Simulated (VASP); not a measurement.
**Al2O3: single point with revPBE+D4**

The system is Al2O3.

```xyz
10
Lattice="2.3481 1.3557 4.2733 -2.3481 1.3557 4.2733 0.0000 -2.7113 4.2733" Properties=species:S:1:pos:R:3 pbc="T T T"
Al    0.0000    0.0000   10.9247
Al    0.0000    0.0000    8.3053
Al    0.0000    0.0000    1.8953
Al    0.0000    0.0000    4.5147
O    -1.6280   -0.1084    5.3417
O     0.7201    1.4641    5.3417
O     0.9079   -1.3557    5.3417
O     1.6280    0.1084    7.4783
O    -0.7201   -1.4641    7.4783
O    -0.9079    1.3557    7.4783
```

```
Program                : VASP 6.6.1
Task                   : single point
Functional             : revPBE
Dispersion             : D4
Potentials or basis    : VASP PAW PBE potentials, release 64 (Al, O)
Cutoff                 : 520 eV
k mesh                 : 7 × 7 × 7
Occupations            : fermi-dirac, width 0.05 eV
Spin                   : no spin polarisation
Dipole correction      : no
Further INCAR settings : ALGO = Normal; EDIFF = 1e-06; NBANDS = 35
```

* Pressure: 11.1 GPa
* Largest force: 0.077 eV/Å
* Band gap on the k mesh: 6.81 eV
* Dispersion energy per atom: -0.561 eV

Forces in eV/Å, atoms in the order of the input:
```
Al   0.000  0.000 -0.034
Al   0.000  0.000  0.034
Al   0.000  0.000  0.034
Al   0.000  0.000 -0.034
O    0.039  0.067  0.000
O    0.039 -0.067  0.000
O   -0.077  0.000  0.000
O   -0.039 -0.067  0.000
O   -0.039  0.067  0.000
O    0.077  0.000  0.000
```

Stress tensor (GPa, compression positive):
```
11.55  0.00  0.00
 0.00 11.55  0.00
 0.00  0.00 10.06
```

Levels at points of the mesh, in eV from the valence-band top:
| k point | band 21 | band 22 | band 23 | band 24 | band 25 | band 26 | band 27 | band 28 |
| --- | --- | --- | --- | --- | --- | --- | --- | --- |
| (0.00, 0.00, 0.00) | -0.55 | -0.05 | -0.05 | 0.00 | 6.81 | 9.54 | 11.39 | 11.95 |

Wall time 110 s on 1 thread of Intel(R) Xeon(R) 6975P-C (Granite Rapids), with other jobs on the host, peak memory 0.27 GiB.

Caveat: the cell stands under pressure; the PAW data sets were made with another functional, which shifts forces and pressure a little; an odd mesh through Γ misses points on the zone boundary, where band edges can lie.
